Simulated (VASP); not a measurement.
The system is RuS2.

```
Ru S
1.0
     5.61060    0.00000    0.00000
     0.00000    5.61060    0.00000
     0.00000    0.00000    5.61060
Ru S
4 8
Cartesian
  0.0000 2.8053 2.8053
  2.8053 2.8053 0.0000
  2.8053 0.0000 2.8053
  0.0000 0.0000 0.0000
  2.1787 0.6266 4.9840
  0.6266 4.9840 2.1787
  4.9840 2.1787 0.6266
  3.4319 3.4319 3.4319
  3.4319 4.9840 0.6266
  4.9840 0.6266 3.4319
  0.6266 3.4319 4.9840
  2.1787 2.1787 2.1787
```

Base run:

| Item | Value |
| --- | --- |
| Program | VASP 6.6.1 |
| Functional | r2SCAN |
| Potentials or basis | VASP PAW PBE potentials, release 64 (Ru_pv, S) |
| Cutoff | 520 eV |
| k mesh | 4 × 4 × 4 |
| Occupations | gaussian, width 0.01 eV |
| Spin | no spin polarisation |

Its results: band gap on the k mesh 0.94 eV (least direct gap 1.18 eV); pressure 2.0 GPa; largest force 0.022 eV/Å.

Problem. The run is repeated on the same cell with these changes: functional from r2SCAN to LDA; potentials or basis from VASP PAW PBE potentials, release 64 (Ru_pv, S) to VASP PAW LDA potentials, release 64 (Ru_pv, S). What comes out?

Solution. Band gap on the k mesh 0.71 eV (least direct gap 0.92 eV); pressure -6.3 GPa; largest force 0.310 eV/Å.

Caveats: the PAW data sets were made with another functional, which shifts forces and pressure a little (at least some runs); the cell stands under tension (at least some runs).

A k mesh can miss the band edges.
